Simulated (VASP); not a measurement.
# Mg (Fm-3m) in VASP: notebook

Runs on Mg. Level: PBE. Tasks: single point.

All numbers are computed with VASP 6.6.1; they aren't measurements. Logs are shortened: lines on timing, memory, paths and dates and some standing lists are left out, and cuts for length are marked.

**1. The cell of the first run**

It takes space group Fm-3m (No. 225, cubic). The conventional cell has a = 4.474 Å, b = 4.474 Å, c = 4.474 Å, α = 90.00°, β = 90.00°, γ = 90.00°. Within 4.2 Å of Mg (site symmetry m-3m) lie 12 Mg at 3.16 Å.

**2. Single point, PBE (volume scaled by 0.99)**

INCAR reads:

```
SYSTEM = Mg
ALGO     = Normal         ! electronic algorithm
EDIFF    = 1E-7           ! SCF threshold, eV
ENCUT    = 520            ! plane-wave cutoff, eV
GGA      = PE             ! functional
ISIF     = 2              ! what is computed and relaxed
ISMEAR   = -1             ! smearing method
LASPH    = .True.         ! aspherical terms in the spheres
LCHARG   = .False.        ! write CHGCAR
LREAL    = .False.        ! projectors in reciprocal space
LWAVE    = .False.        ! write WAVECAR
NBANDS   = 7              ! bands
NELM     = 100            ! most SCF steps
PREC     = Accurate       ! precision mode
SIGMA    = 0.03           ! smearing width, eV
```

KPOINTS reads:

```
k-points
0
Gamma
  16 16 16
  0 0 0
```

POSCAR reads:

```
Mg
1.0
    0.0000000000      2.2367500710      2.2367500710
    2.2367500710      0.0000000000      2.2367500710
    2.2367500710      2.2367500710      0.0000000000
Mg
1
Direct
    0.0000000000      0.0000000000      0.0000000000
```

Potentials or basis: VASP PAW PBE potentials, release 64 (Mg).

Command:

```
> cat potpaw_PBE.64/Mg/POTCAR > POTCAR
> mpirun -np 1 vasp_std > vasp.out
```

OUTCAR:

```text
SYSTEM = Mg
   EDIFF = 1E-7
   ENCUT = 520
   GGA = PE
   ISIF = 2
   ISMEAR = -1
   LASPH = .True.
   LREAL = .False.
   NELM = 100
   PREC = Accurate

 ion  position               nearest neighbor table
   1  0.000  0.000  0.000-

  LATTYP: Found a face centered cubic cell.
 ALAT       =     4.4735001420

  Lattice vectors:

 A1 = (   0.0000000000,   2.2367500710,   2.2367500710)
 A2 = (   2.2367500710,   0.0000000000,   2.2367500710)
 A3 = (   2.2367500710,   2.2367500710,   0.0000000000)

Analysis of symmetry for initial positions (statically):
=====================================================================
 Subroutine PRICEL returns:
 Original cell was already a primitive cell.

 Routine SETGRP: Setting up the symmetry group for a
 face centered cubic supercell.

 Subroutine GETGRP returns: Found 48 space group operations
 (whereof 48 operations were pure point group operations)
 out of a pool of 48 trial point group operations.

The static configuration has the point symmetry O_h .

Analysis of symmetry for dynamics (positions and initial velocities):
=====================================================================
 Subroutine PRICEL returns:
 Original cell was already a primitive cell.

 Routine SETGRP: Setting up the symmetry group for a
 face centered cubic supercell.

 Subroutine GETGRP returns: Found 48 space group operations
 (whereof 48 operations were pure point group operations)
 out of a pool of 48 trial point group operations.

The dynamic configuration has the point symmetry O_h .

 Subroutine INISYM returns: Found 48 space group operations
 (whereof 48 operations are pure point group operations),
 and found     1 'primitive' translations

----------------------------------------------------------------------------------------

                                     Primitive cell

  volume of cell :      22.3811

  direct lattice vectors                    reciprocal lattice vectors
     0.000000000  2.236750071  2.236750071    -0.223538609  0.223538609  0.223538609
     2.236750071  0.000000000  2.236750071     0.223538609 -0.223538609  0.223538609
     2.236750071  2.236750071  0.000000000     0.223538609  0.223538609 -0.223538609

  length of vectors
     3.163242286  3.163242286  3.163242286     0.387180229  0.387180229  0.387180229

  position of ions in fractional coordinates (direct lattice)
     0.000000000  0.000000000  0.000000000

  ion indices of the primitive-cell ions
   primitive index   ion index
                 1           1

----------------------------------------------------------------------------------------

 KPOINTS: k-points

Automatic generation of k-mesh.
 Grid dimensions read from file:
 generate k-points for:   16   16   16

 Generating k-lattice:

  Cartesian coordinates                     Fractional coordinates (reciprocal lattice)
    -0.013971163  0.013971163  0.013971163     0.062500000  0.000000000  0.000000000
     0.013971163 -0.013971163  0.013971163     0.000000000  0.062500000  0.000000000
     0.013971163  0.013971163 -0.013971163     0.000000000  0.000000000  0.062500000

  Length of vectors
     0.024198764  0.024198764  0.024198764

  Shift w.r.t. Gamma in fractional coordinates (k-lattice)
     0.000000000  0.000000000  0.000000000

 Subroutine IBZKPT returns following result:
 ===========================================

 Found    145 irreducible k-points:

 Following reciprocal coordinates:
            Coordinates               Weight
  0.000000  0.000000  0.000000      1.000000
  0.062500  0.000000  0.000000      8.000000
  0.125000  0.000000  0.000000      8.000000
  0.187500  0.000000  0.000000      8.000000
  0.250000  0.000000  0.000000      8.000000
  0.312500  0.000000  0.000000      8.000000
[... 16 lines left out ...]
 -0.125000  0.062500  0.000000     24.000000
 -0.062500  0.062500  0.000000     12.000000
 [... further k-points ...]
   k-points           NKPTS =    145   k-points in BZ     NKDIM =    145   number of bands    NBANDS=      7
   number of dos      NEDOS =    301   number of ions     NIONS =      1
   total plane-waves  NPLWV =  13824
   dimension x,y,z NGX =    24 NGY =   24 NGZ =   24
   dimension x,y,z NGXF=    48 NGYF=   48 NGZF=   48
   ions per type =               1
   NGX,Y,Z   is equivalent  to a cutoff of  12.61, 12.61, 12.61 a.u.
   NGXF,Y,Z  is equivalent  to a cutoff of  25.23, 25.23, 25.23 a.u.
 SYSTEM =  Mg
   PREC   = accura    normal or accurate (medium, high low for compatibility)
   ISTART =      0    job   : 0-new  1-cont  2-samecut
   ICHARG =      2    charge: 1-file 2-atom 10-const
   ISPIN  =      1    spin polarized calculation?
   LNONCOLLINEAR =      F non collinear calculations
   LSORBIT =      F    spin-orbit coupling
   LASPH  =      T    aspherical Exc in radial PAW
   ENCUT  =  520.0 eV  38.22 Ry    6.18 a.u.   5.88  5.88  5.88*2*pi/ulx,y,z
   NELM   =    100;   NELMIN=  2; NELMDL= -5     # of ELM steps
   EDIFF  = 0.1E-06   stopping-criterion for ELM
   LREAL  =      F    real-space projection
   EDIFFG = 0.1E-05   stopping-criterion for IOM
   NSW    =      0    number of steps for IOM
   IBRION =     -1    ionic relax: 0-MD 1-quasi-New 2-CG
   NFREE  =      0    steps in history (QN), initial steepest desc. (CG)
   ISIF   =      2    stress and relaxation
   ISYM   =      2    0-nonsym 1-usesym 2-fastsym
   POTIM  = 0.5000    time-step for ionic-motion
   TEBEG  =    0.0;   TEEND  =   0.0 temperature during run
   PSTRESS=    0.0 pullay stress
   NELECT =       2.0000    total number of electrons
   NUPDOWN=      -1.0000    fix difference up-down
   EMIN   =  10.00;   EMAX   =-10.00  energy-range for DOS
   EFERMI =   0.00;   METHOD = LEGACY
   ISMEAR =    -1;   SIGMA  =   0.03  broadening in eV -4-tet -1-fermi 0-gaus
   EFERMI_NEDOS =   21; number of points for ismear=-14 and -15
   IALGO  =     38    algorithm
   IMIX   =      4    mixing-type and parameters
     AMIX     =   0.40;   BMIX     =  1.00
     AMIX_MAG =   1.60;   BMIX_MAG =  1.00
  volume/ion in A,a.u.               =      22.38       151.04
  Fermi-wavevector in a.u.,A,eV,Ry     =   0.731909  1.383108  7.288525  0.535691
  Thomas-Fermi vector in A             =   1.824243
   LORBIT       =      0    0 simple, 1 ext, 2 COOP (PROOUT), +10 PAW based schemes
   GGA     = PE    functional components
[... 5 lines left out ...]
 non-spin polarized calculation
  energy-cutoff  :      520.00
  volume of cell :       22.38
 maximum number of plane-waves:       620
   NGX = 11   NGY = 11   NGZ = 11

 number of electron       2.0000000 magnetization

 Free energy of the ion-electron system (eV)
  ---------------------------------------------------
  ext. energy  EPLUGINS =         0.00000000
  ---------------------------------------------------
  free energy    TOTEN  =        -1.49007915 eV

  energy without entropy =       -1.48815181  energy(sigma->0) =       -1.48911548

 E-fermi :   2.7399     XC(G=0):  -8.5705

 val. band max:        2.7382167969   @ k =  -0.4375   0.4375   0.0000
 cond. band min:       2.7408509302   @ k =  -0.3750   0.4375   0.1250
 fundamental gap:      0.0026341332
 Fermi energy:         2.7398971678

 k-point     1 :       0.0000    0.0000    0.0000
  band No.  band energies     occupation
      1      -4.2752      2.00000
      2      15.2735      0.00000
      3      15.2735      0.00000
      4      15.2735      0.00000
      5      17.3408      0.00000
      6      17.3408      0.00000
      7      17.3408      0.00000

 k-point     2 :       0.0625    0.0000    0.0000
  band No.  band energies     occupation
      1      -4.1869      2.00000
      2      13.8713      0.00000
      3      15.0753      0.00000
      4      15.0753      0.00000
      5      17.3306      0.00000
      6      17.6875      0.00000
      7      17.6875      0.00000

 k-point     3 :       0.1250    0.0000    0.0000
  band No.  band energies     occupation
      1      -3.9222      2.00000
      2      11.7966      0.00000
      3      14.7007      0.00000
      4      14.7007      0.00000
      5      17.0486      0.00000
      6      18.5062      0.00000
      7      18.5062      0.00000

 k-point     4 :       0.1875    0.0000    0.0000
  band No.  band energies     occupation
      1      -3.4829      2.00000
      2       9.7389      0.00000
      3      14.3607      0.00000
      4      14.3607      0.00000
      5      16.7350      0.00000
      6      18.4709      0.00000
      7      18.4709      0.00000

 k-point     5 :       0.2500    0.0000    0.0000
  band No.  band energies     occupation
      1      -2.8712      2.00000
      2       7.7778      0.00000
      3      14.1218      0.00000
      4      14.1218      0.00000
      5      16.4885      0.00000
      6      17.4480      0.00000
      7      17.4480      0.00000

 k-point     6 :       0.3125    0.0000    0.0000
  band No.  band energies     occupation
      1      -2.0906      2.00000
      2       5.9387      0.00000
      3      14.0020      0.00000
      4      14.0020      0.00000
      5      16.3539      0.00000
      6      16.5643      0.00000
      7      16.5643      0.00000

 k-point     7 :       0.3750    0.0000    0.0000
  band No.  band energies     occupation
      1      -1.1459      2.00000
      2       4.2349      0.00000
      3      14.0003      0.00000
      4      14.0003      0.00000
      5      15.8418      0.00000
      6      15.8418      0.00000
      7      16.3382      0.00000
[... 121 lines left out ...]
 k-point    20 :      -0.3125    0.0625    0.0000
  band No.  band energies     occupation
      1      -1.7172      2.00000
      2       5.4227      0.00000
      3      12.3452      0.00000
      4      14.8317      0.00000
      5      15.5792      0.00000
      6      16.3680      0.00000
      7      17.2370      0.00000

 k-point    21 :      -0.2500    0.0625    0.0000
  band No.  band energies     occupation
      1      -2.5524      2.00000
      2       7.2115      0.00000
      3      12.4318      0.00000
      4      15.1178      0.00000
      5      16.1894      0.00000
      6      16.9746      0.00000
      7      17.5434      0.00000

 k-point    22 :      -0.1875    0.0625    0.0000
  band No.  band energies     occupation
      1      -3.2202      2.00000
      2       9.1193      0.00000
      3      12.6673      0.00000
      4      15.3217      0.00000
      5      17.1305      0.00000
      6      17.2949      0.00000
      7      18.3615      0.00000

 k-point    23 :      -0.1250    0.0625    0.0000
  band No.  band energies     occupation
      1      -3.7169      2.00000
      2      11.1047      0.00000
      3      13.0650      0.00000
      4      15.5159      0.00000
      5      17.5651      0.00000
      6      18.0054      0.00000
      7      18.2858      0.00000

 k-point    24 :      -0.0625    0.0625    0.0000
  band No.  band energies     occupation
      1      -4.0398      2.00000
      2      12.9329      0.00000
      3      13.7789      0.00000
      4      15.5024      0.00000
      5      17.5062      0.00000
      6      17.6563      0.00000
      7      18.2728      0.00000

 [... further k-points ...]

------------------------ aborting loop because EDIFF is reached ----------------------------------------

  FORCE on cell =-STRESS in cart. coord.  units (eV):
  Direction    XX          YY          ZZ          XY          YZ          ZX
  --------------------------------------------------------------------------------------
  -------------------------------------------------------------------------------------
  Total        0.1564290      0.1564290      0.1564290     -0.0000000      0.0000000     -0.0000000
  in kB       11.1981315     11.1981315     11.1981315     -0.0000000      0.0000000     -0.0000000
  external PRESSURE =      11.1981315 kB  Pullay stress =       0.0000000 kB

 VOLUME and BASIS-vectors are now :
 -----------------------------------------------------------------------------
  energy-cutoff  :      520.00
  volume of cell :       22.38
      direct lattice vectors                 reciprocal lattice vectors
     0.000000000  2.236750071  2.236750071    -0.223538609  0.223538609  0.223538609
     2.236750071  0.000000000  2.236750071     0.223538609 -0.223538609  0.223538609
     2.236750071  2.236750071  0.000000000     0.223538609  0.223538609 -0.223538609

 POSITION                                       TOTAL-FORCE (eV/Angst)
 -----------------------------------------------------------------------------------
      0.00000      0.00000      0.00000         0.000000      0.000000      0.000000
 -----------------------------------------------------------------------------------
    total drift:                               -0.000000      0.000000      0.000000

  FREE ENERGIE OF THE ION-ELECTRON SYSTEM (eV)
  ---------------------------------------------------
  free  energy   TOTEN  =        -1.4900791538 eV

  energy  without entropy=       -1.4881518064  energy(sigma->0) =       -1.48911548
```

It took 5.5 s on 1 thread of Intel Xeon 6975P-C (Granite Rapids), shared host; peak memory 0.15 GiB.

Results:

| Item | Value |
| --- | --- |
| Free energy | -1.4901 eV |
| Pressure | 1.1 GPa |
| Band gap on the k mesh | zero (band 1 reaches 4.22 eV, above the bottom of band 2 at 1.47 eV) |

**3. Single point, PBE (volume scaled by 1.02)**

INCAR reads:

```
PREC = Accurate
ENCUT = 520
EDIFF = 1E-7
ISMEAR = -1
SIGMA = 0.03
LREAL = False
LASPH = True
NELM = 60
ALGO = Normal
ISIF = 2
LWAVE = False
LCHARG = False
GGA = PE
NBANDS = 7
```

KPOINTS reads:

```
Automatic mesh
0
Gamma
  16 16 16
```

POSCAR reads:

```
Mg
1.0
    0.0000000000      2.2591190557      2.2591190557
    2.2591190557      0.0000000000      2.2591190557
    2.2591190557      2.2591190557      0.0000000000
Mg
1
Direct
    0.0000000000      0.0000000000      0.0000000000
```

Potentials or basis: VASP PAW PBE potentials, release 64 (Mg).

Command:

```
> cat potpaw_PBE.64/Mg/POTCAR > POTCAR
> mpirun -np 1 vasp_std > vasp.out
```

OUTCAR:

```text
PREC = Accurate
   ENCUT = 520
   EDIFF = 1E-7
   ISMEAR = -1
   LREAL = False
   LASPH = True
   NELM = 60
   ISIF = 2
   GGA = PE

 ion  position               nearest neighbor table
   1  0.000  0.000  0.000-

  LATTYP: Found a face centered cubic cell.
 ALAT       =     4.5182381114

  Lattice vectors:

 A1 = (   0.0000000000,   2.2591190557,   2.2591190557)
 A2 = (   2.2591190557,   0.0000000000,   2.2591190557)
[... 416 lines left out ...]
      5      17.0062      0.00000
      6      17.1998      0.00000
      7      17.8102      0.00000

 [... further k-points ...]

------------------------ aborting loop because EDIFF is reached ----------------------------------------

  FORCE on cell =-STRESS in cart. coord.  units (eV):
  Direction    XX          YY          ZZ          XY          YZ          ZX
  --------------------------------------------------------------------------------------
  -------------------------------------------------------------------------------------
  Total       -0.0017774     -0.0017774     -0.0017774     -0.0000000     -0.0000000     -0.0000000
  in kB       -0.1234965     -0.1234965     -0.1234965     -0.0000000     -0.0000000     -0.0000000
  external PRESSURE =      -0.1234965 kB  Pullay stress =       0.0000000 kB

 VOLUME and BASIS-vectors are now :
 -----------------------------------------------------------------------------
  energy-cutoff  :      520.00
  volume of cell :       23.06
      direct lattice vectors                 reciprocal lattice vectors
     0.000000000  2.259119056  2.259119056    -0.221325210  0.221325210  0.221325210
     2.259119056  0.000000000  2.259119056     0.221325210 -0.221325210  0.221325210
     2.259119056  2.259119056  0.000000000     0.221325210  0.221325210 -0.221325210

 POSITION                                       TOTAL-FORCE (eV/Angst)
 -----------------------------------------------------------------------------------
      0.00000      0.00000      0.00000         0.000000      0.000000      0.000000
 -----------------------------------------------------------------------------------
    total drift:                                0.000000      0.000000      0.000000

  FREE ENERGIE OF THE ION-ELECTRON SYSTEM (eV)
  ---------------------------------------------------
  free  energy   TOTEN  =        -1.4923715898 eV

  energy  without entropy=       -1.4905689938  energy(sigma->0) =       -1.49147029
```

OSZICAR:

```text
N       E                     dE             d eps       ncg     rms          rms(c)
DAV:   1    -0.776451758222E+00   -0.77645E+00   -0.76441E+02  2170   0.192E+02
DAV:   2    -0.149678538391E+01   -0.72033E+00   -0.69483E+00  2660   0.112E+01
DAV:   3    -0.149949410183E+01   -0.27087E-02   -0.27082E-02  2716   0.790E-01
DAV:   4    -0.149949787361E+01   -0.37718E-05   -0.37720E-05  3052   0.221E-02
DAV:   5    -0.149949788242E+01   -0.88114E-08   -0.88714E-08  2744   0.639E-04    0.653E-01
DAV:   6    -0.149614818647E+01    0.33497E-02   -0.42208E-04  2513   0.126E-01    0.417E-01
DAV:   7    -0.149236551110E+01    0.37827E-02   -0.17307E-03  2471   0.221E-01    0.240E-02
DAV:   8    -0.149237205358E+01   -0.65425E-05   -0.92663E-06  3094   0.176E-02    0.513E-03
DAV:   9    -0.149237178616E+01    0.26742E-06   -0.60905E-07  2772   0.315E-03    0.541E-04
DAV:  10    -0.149237161885E+01    0.16731E-06   -0.39915E-09  2191   0.332E-04    0.764E-05
DAV:  11    -0.149237158983E+01    0.29020E-07   -0.16250E-10  1358   0.794E-05
   1 F= -.14923716E+01 E0= -.14914703E+01  d E =-.180260E-02
```

It took 5.6 s on 1 thread of Intel Xeon 6975P-C (Granite Rapids), shared host; peak memory 0.15 GiB.

Results:

```yaml
Free_energy: -1.4924 eV
Pressure: 0.0 GPa
Band_gap_on_the_k_mesh: zero (band 1 reaches 4.04 eV, above the bottom of band 2 at 1.31 eV)
```

(Continued in part 2 of 2.)
